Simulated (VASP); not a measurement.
# K2Li2C (P4/mmm) in VASP: further runs

K2Li2C is run at these levels: PBE; tasks: single point.

Program: VASP 6.6.1. These are calculated values, not measurements. Logs are shortened: lines on timing, memory, paths and dates and some standing lists are left out, and cuts for length are marked.

### 1 The cell of the first run

It takes space group P4/mmm (No. 123, tetragonal). The conventional cell has a = 4.055 Å, b = 4.055 Å, c = 6.591 Å, α = 90.00°, β = 90.00°, γ = 90.00°. Within 3.2 Å of K (site symmetry 4mm) lie 4 Li at 2.44 Å and 1 K at 2.70 Å and 4 C at 3.17 Å. Within 2.7 Å of Li (site symmetry mmm) lie 2 C at 2.03 Å and 4 K at 2.44 Å. Within 2.7 Å of C (site symmetry 4/mmm) lie 4 Li at 2.03 Å.

The cell was generated, and may not be a known phase.

### 2 Single point, PBE

The input, INCAR:

```
SYSTEM = K2Li2C
ALGO = Normal
EDIFF = 1E-6
ENCUT = 520
GGA = PE
ISIF = 2
ISMEAR = 0
LASPH = .True.
LCHARG = .False.
LREAL = .False.
LWAVE = .False.
NBANDS = 22
NELM = 60
PREC = Accurate
SIGMA = 0.1
```

The input, KPOINTS:

```
k-points
0
Gamma
  4 4 4
  0 0 0
```

The input, POSCAR:

```
K2Li2C
1.0
    4.0547445400      0.0000000000      0.0000000000
    0.0000000000      4.0547445400      0.0000000000
    0.0000000000      0.0000000000      6.5908469800
K Li C
2 2 1
Direct
    0.5000000000      0.5000000000      0.7952305000
    0.5000000000      0.5000000000      0.2047695000
    0.0000000000      0.5000000000      0.0000000000
    0.5000000000      0.0000000000      0.0000000000
    0.0000000000      0.0000000000      0.0000000000
```

Potentials or basis: VASP PAW PBE potentials, release 64 (K_sv, Li_sv, C).

The run is started by

```
> cat potpaw_PBE.64/K_sv/POTCAR potpaw_PBE.64/Li_sv/POTCAR potpaw_PBE.64/C/POTCAR > POTCAR
> mpirun -np 1 vasp_std > vasp.out
```

OUTCAR:

```text
SYSTEM = K2Li2C
   EDIFF = 1E-6
   ENCUT = 520
   GGA = PE
   ISIF = 2
   ISMEAR = 0
   LASPH = .True.
   LREAL = .False.
   NELM = 60
   PREC = Accurate

 ion  position               nearest neighbor table
   1  0.500  0.500  0.795-   3 2.44   4 2.44   4 2.44   3 2.44   2 2.70
   2  0.500  0.500  0.205-   3 2.44   4 2.44   4 2.44   3 2.44   1 2.70
   3  0.000  0.500  0.000-   5 2.03   5 2.03   1 2.44   2 2.44   1 2.44   2 2.44
   4  0.500  0.000  0.000-   5 2.03   5 2.03   1 2.44   1 2.44   2 2.44   2 2.44
   5  0.000  0.000  0.000-   3 2.03   4 2.03   3 2.03   4 2.03

  LATTYP: Found a simple tetragonal cell.
 ALAT       =     4.0547445400
 C/A-ratio  =     1.6254654060

  Lattice vectors:

 A1 = (   4.0547445400,   0.0000000000,   0.0000000000)
 A2 = (   0.0000000000,   4.0547445400,   0.0000000000)
 A3 = (   0.0000000000,   0.0000000000,   6.5908469800)

Analysis of symmetry for initial positions (statically):
=====================================================================
 Subroutine PRICEL returns:
 Original cell was already a primitive cell.

 Routine SETGRP: Setting up the symmetry group for a
 simple tetragonal supercell.

 Subroutine GETGRP returns: Found 16 space group operations
 (whereof 16 operations were pure point group operations)
 out of a pool of 16 trial point group operations.

The static configuration has the point symmetry D_4h.

Analysis of symmetry for dynamics (positions and initial velocities):
=====================================================================
 Subroutine PRICEL returns:
 Original cell was already a primitive cell.

 Routine SETGRP: Setting up the symmetry group for a
 simple tetragonal supercell.

 Subroutine GETGRP returns: Found 16 space group operations
 (whereof 16 operations were pure point group operations)
 out of a pool of 16 trial point group operations.

The dynamic configuration has the point symmetry D_4h.

 Subroutine INISYM returns: Found 16 space group operations
 (whereof 16 operations are pure point group operations),
 and found     1 'primitive' translations

----------------------------------------------------------------------------------------

                                     Primitive cell

  volume of cell :     108.3598

  direct lattice vectors                    reciprocal lattice vectors
     4.054744540  0.000000000  0.000000000     0.246624662  0.000000000  0.000000000
     0.000000000  4.054744540  0.000000000     0.000000000  0.246624662  0.000000000
     0.000000000  0.000000000  6.590846980     0.000000000  0.000000000  0.151725568

  length of vectors
     4.054744540  4.054744540  6.590846980     0.246624662  0.246624662  0.151725568

  position of ions in fractional coordinates (direct lattice)
     0.500000000  0.500000000  0.795230500
     0.500000000  0.500000000  0.204769500
     0.000000000  0.500000000  0.000000000
     0.500000000  0.000000000  0.000000000
     0.000000000  0.000000000  0.000000000

  ion indices of the primitive-cell ions
   primitive index   ion index
                 1           1
                 2           2
                 3           3
                 4           4
                 5           5

----------------------------------------------------------------------------------------

 KPOINTS: k-points

Automatic generation of k-mesh.
 Grid dimensions read from file:
 generate k-points for:    4    4    4

 Generating k-lattice:

  Cartesian coordinates                     Fractional coordinates (reciprocal lattice)
     0.061656165  0.000000000  0.000000000     0.250000000  0.000000000  0.000000000
     0.000000000  0.061656165  0.000000000     0.000000000  0.250000000  0.000000000
     0.000000000  0.000000000  0.037931392     0.000000000  0.000000000  0.250000000

  Length of vectors
     0.061656165  0.061656165  0.037931392

  Shift w.r.t. Gamma in fractional coordinates (k-lattice)
     0.000000000  0.000000000  0.000000000

 Subroutine IBZKPT returns following result:
 ===========================================

 Found     18 irreducible k-points:

 Following reciprocal coordinates:
            Coordinates               Weight
  0.000000  0.000000  0.000000      1.000000
  0.250000  0.000000  0.000000      4.000000
  0.500000  0.000000  0.000000      2.000000
  0.250000  0.250000  0.000000      4.000000
  0.500000  0.250000  0.000000      4.000000
  0.500000  0.500000  0.000000      1.000000
[... 10 lines left out ...]
  0.500000  0.250000  0.500000      4.000000
  0.500000  0.500000  0.500000      1.000000
   k-points           NKPTS =     18   k-points in BZ     NKDIM =     18   number of bands    NBANDS=     22
   number of dos      NEDOS =    301   number of ions     NIONS =      5
   total plane-waves  NPLWV =  45000
   dimension x,y,z NGX =    30 NGY =   30 NGZ =   50
   dimension x,y,z NGXF=    60 NGYF=   60 NGZF=  100
   ions per type =               2   2   1
   NGX,Y,Z   is equivalent  to a cutoff of  12.30, 12.30, 12.61 a.u.
   NGXF,Y,Z  is equivalent  to a cutoff of  24.60, 24.60, 25.22 a.u.
 SYSTEM =  K2Li2C
   PREC   = accura    normal or accurate (medium, high low for compatibility)
   ISTART =      0    job   : 0-new  1-cont  2-samecut
   ICHARG =      2    charge: 1-file 2-atom 10-const
   ISPIN  =      1    spin polarized calculation?
   LNONCOLLINEAR =      F non collinear calculations
   LSORBIT =      F    spin-orbit coupling
   LASPH  =      T    aspherical Exc in radial PAW
   ENCUT  =  520.0 eV  38.22 Ry    6.18 a.u.   7.54  7.54 12.25*2*pi/ulx,y,z
   NELM   =     60;   NELMIN=  2; NELMDL= -5     # of ELM steps
   EDIFF  = 0.1E-05   stopping-criterion for ELM
   LREAL  =      F    real-space projection
   EDIFFG = 0.1E-04   stopping-criterion for IOM
   NSW    =      0    number of steps for IOM
   IBRION =     -1    ionic relax: 0-MD 1-quasi-New 2-CG
   NFREE  =      0    steps in history (QN), initial steepest desc. (CG)
   ISIF   =      2    stress and relaxation
   ISYM   =      2    0-nonsym 1-usesym 2-fastsym
   POTIM  = 0.5000    time-step for ionic-motion
   TEBEG  =    0.0;   TEEND  =   0.0 temperature during run
   PSTRESS=    0.0 pullay stress
   NELECT =      28.0000    total number of electrons
   NUPDOWN=      -1.0000    fix difference up-down
   EMIN   =  10.00;   EMAX   =-10.00  energy-range for DOS
   EFERMI =   0.00;   METHOD = LEGACY
   ISMEAR =     0;   SIGMA  =   0.10  broadening in eV -4-tet -1-fermi 0-gaus
   EFERMI_NEDOS =   21; number of points for ismear=-14 and -15
   IALGO  =     38    algorithm
   IMIX   =      4    mixing-type and parameters
     AMIX     =   0.40;   BMIX     =  1.00
     AMIX_MAG =   1.60;   BMIX_MAG =  1.00
  volume/ion in A,a.u.               =      21.67       146.25
  Fermi-wavevector in a.u.,A,eV,Ry     =   1.042729  1.970472 14.793392  1.087284
  Thomas-Fermi vector in A             =   2.177407
   LORBIT       =      0    0 simple, 1 ext, 2 COOP (PROOUT), +10 PAW based schemes
   GGA     = PE    functional components
   LHFCALC =     F    Hartree Fock is set to
   AEXX    =    0.0000 exact exchange contribution
   IVDW    =     0    specifies the selected vdW correction
   LEPSILON=     F    determine dielectric tensor
   LRPA    =     F    only Hartree local field effects (RPA)
 non-spin polarized calculation
 Gauss-broadening in eV      SIGMA  =   0.10
  energy-cutoff  :      520.00
  volume of cell :      108.36
 maximum number of plane-waves:      2961
   NGX = 15   NGY = 15   NGZ = 25

 number of electron      27.9999997 magnetization

 Free energy of the ion-electron system (eV)
  ---------------------------------------------------
  ext. energy  EPLUGINS =         0.00000000
  ---------------------------------------------------
  free energy    TOTEN  =        -9.35665156 eV

  energy without entropy =       -9.35298107  energy(sigma->0) =       -9.35481632

 E-fermi :   1.6467     XC(G=0):  -7.6208

 val. band max:        1.5898973182   @ k =   0.5000   0.0000   0.0000
 cond. band min:       1.8011519437   @ k =   0.0000   0.0000   0.2500
 fundamental gap:      0.2112546256
 Fermi energy:         1.6467310561

 k-point     1 :       0.0000    0.0000    0.0000
  band No.  band energies     occupation
      1     -44.3749      2.00000
      2     -44.3381      2.00000
      3     -30.7281      2.00000
      4     -30.4117      2.00000
      5     -15.1552      2.00000
      6     -14.1442      2.00000
[... 14 lines left out ...]
     21       6.7237      0.00000
     22       7.1446      0.00000

 k-point     2 :       0.2500    0.0000    0.0000
  band No.  band energies     occupation
      1     -44.3691      2.00000
      2     -44.3430      2.00000
      3     -30.7279      2.00000
      4     -30.4068      2.00000
      5     -15.1586      2.00000
      6     -14.2093      2.00000
[... 14 lines left out ...]
     21       6.6162      0.00000
     22       8.0023      0.00000

 k-point     3 :       0.5000    0.0000    0.0000
  band No.  band energies     occupation
      1     -44.3563      2.00000
      2     -44.3551      2.00000
      3     -30.7277      2.00000
      4     -30.4020      2.00000
      5     -15.1617      2.00000
      6     -14.2732      2.00000
[... 14 lines left out ...]
     21       7.2867      0.00000
     22       7.3061      0.00000
[... 326 lines left out ...]
 k-point    17 :       0.5000    0.2500    0.5000
  band No.  band energies     occupation
      1     -44.3556      2.00000
      2     -44.3550      2.00000
      3     -30.7211      2.00000
      4     -30.4047      2.00000
      5     -15.0827      2.00000
      6     -14.2360      2.00000
[... 14 lines left out ...]
     21       6.4361      0.00000
     22       6.6732      0.00000

 k-point    18 :       0.5000    0.5000    0.5000
  band No.  band energies     occupation
      1     -44.3549      2.00000
      2     -44.3549      2.00000
      3     -30.7211      2.00000
      4     -30.3998      2.00000
      5     -15.0891      2.00000
      6     -14.2118      2.00000
[... 14 lines left out ...]
     21       6.3092      0.00000
     22       6.4410      0.00000

------------------------ aborting loop because EDIFF is reached ----------------------------------------

  FORCE on cell =-STRESS in cart. coord.  units (eV):
  Direction    XX          YY          ZZ          XY          YZ          ZX
  --------------------------------------------------------------------------------------
  -------------------------------------------------------------------------------------
  Total        4.0817721      4.0817721      9.2766556      0.0000000     -0.0000000      0.0000000
  in kB       60.3519226     60.3519226    137.1619948      0.0000000     -0.0000000      0.0000000
  external PRESSURE =      85.9552800 kB  Pullay stress =       0.0000000 kB

 VOLUME and BASIS-vectors are now :
 -----------------------------------------------------------------------------
  energy-cutoff  :      520.00
  volume of cell :      108.36
      direct lattice vectors                 reciprocal lattice vectors
     4.054744540  0.000000000  0.000000000     0.246624662  0.000000000  0.000000000
     0.000000000  4.054744540  0.000000000     0.000000000  0.246624662  0.000000000
     0.000000000  0.000000000  6.590846980     0.000000000  0.000000000  0.151725568

 POSITION                                       TOTAL-FORCE (eV/Angst)
 -----------------------------------------------------------------------------------
      2.02737      2.02737      5.24124         0.000000      0.000000     -3.179321
      2.02737      2.02737      1.34960         0.000000      0.000000      3.179321
      0.00000      2.02737      0.00000         0.000000      0.000000      0.000000
      2.02737      0.00000      0.00000         0.000000      0.000000      0.000000
      0.00000      0.00000      0.00000         0.000000      0.000000      0.000000
 -----------------------------------------------------------------------------------
    total drift:                                0.000000      0.000000      0.000000

  FREE ENERGIE OF THE ION-ELECTRON SYSTEM (eV)
  ---------------------------------------------------
  free  energy   TOTEN  =        -9.3566515624 eV

  energy  without entropy=       -9.3529810701  energy(sigma->0) =       -9.35481632
```

Wall time 37 s (1 thread of Intel Xeon Platinum 8488C (Sapphire Rapids), shared host); peak memory 0.21 GiB.

What came out:

```yaml
Free_energy: -9.3567 eV
Largest_force: 3.179 eV/Å
Band_gap_on_the_k_mesh: zero (bands 14 and 15 overlap by 0.62 eV)
```

Forces on the atoms (eV/Å):
```
K    0.000  0.000 -3.179
K    0.000  0.000  3.179
Li   0.000  0.000  0.000
Li   0.000  0.000  0.000
C    0.000  0.000  0.000
```

Caveat: the k points lie up to 0.39 Å⁻¹ apart, too coarse for converged energies and pressures of a metal; the cutoff is under 1.25 times the usual one of these potentials, so pressure, stress and relaxed cells hold a basis-set (Pulay) error; forces of over 1 eV/Å act on the atoms, so gaps and moduli don't describe the material at rest.

### 3 Single point, PBE

This run uses another cell than the first one, of 32.31 Å³/atom.

The input, INCAR:

```
PREC = Accurate
ENCUT = 520
EDIFF = 1E-6
ISMEAR = 0
SIGMA = 0.1
LREAL = F
LASPH = T
NELM = 60
ALGO = Normal
ISIF = 2
LWAVE = F
LCHARG = F
GGA = PE
NBANDS = 22
```

The input, KPOINTS:

```
regular mesh
0
Gamma
  4 4 4
```

The input, POSCAR:

```
K2Li2C
1.0
    4.1105161694      0.0000000000      0.0000000000
    0.0000000000      4.1105161694      0.0000000000
    0.0000000000      0.0000000000      9.5598860532
K Li C
2 2 1
Direct
    0.5000000000      0.5000000000      0.7398895872
    0.5000000000      0.5000000000      0.2601104128
    0.0000000000      0.5000000000      0.0000000000
    0.5000000000      0.0000000000      0.0000000000
    0.0000000000      0.0000000000      0.0000000000
```

Potentials or basis: VASP PAW PBE potentials, release 64 (K_sv, Li_sv, C).

The run is started by

```
> cat potpaw_PBE.64/K_sv/POTCAR potpaw_PBE.64/Li_sv/POTCAR potpaw_PBE.64/C/POTCAR > POTCAR
> mpirun -np 1 vasp_std > vasp.out
```

It took 47 s on 1 thread of Intel Xeon Platinum 8488C (Sapphire Rapids), shared host; peak memory 0.27 GiB.

Results (log left out):

- Free energy: -12.0625 eV
- Band gap on the k mesh: zero (bands 14 and 15 overlap by 0.58 eV)

Levels at points of the mesh, in eV from the Fermi level:
```
           k point  band 12  band 13  band 14  band 15  band 16  band 17
(0.00, 0.00, 0.00)    -1.41    -1.27    -0.31    -0.31     1.92     2.03
(0.50, 0.00, 0.00)    -1.36    -0.25     0.05     0.87     1.20     1.85
(0.50, 0.50, 0.00)    -0.24    -0.24     0.27     1.05     2.12     2.72
(0.00, 0.00, 0.50)    -1.85    -0.31    -0.31    -0.09     0.24     2.69
(0.50, 0.00, 0.50)    -1.31    -0.29     0.05     0.75     1.03     2.73
(0.50, 0.50, 0.50)    -0.24    -0.24     0.22     1.15     2.72     2.72
```

Caveat: the k points lie up to 0.38 Å⁻¹ apart, too coarse for converged energies and pressures of a metal; the cutoff is under 1.25 times the usual one of these potentials, so pressure, stress and relaxed cells hold a basis-set (Pulay) error.

The gap in the log of VASP goes by the Fermi energy; the results here count the filled bands.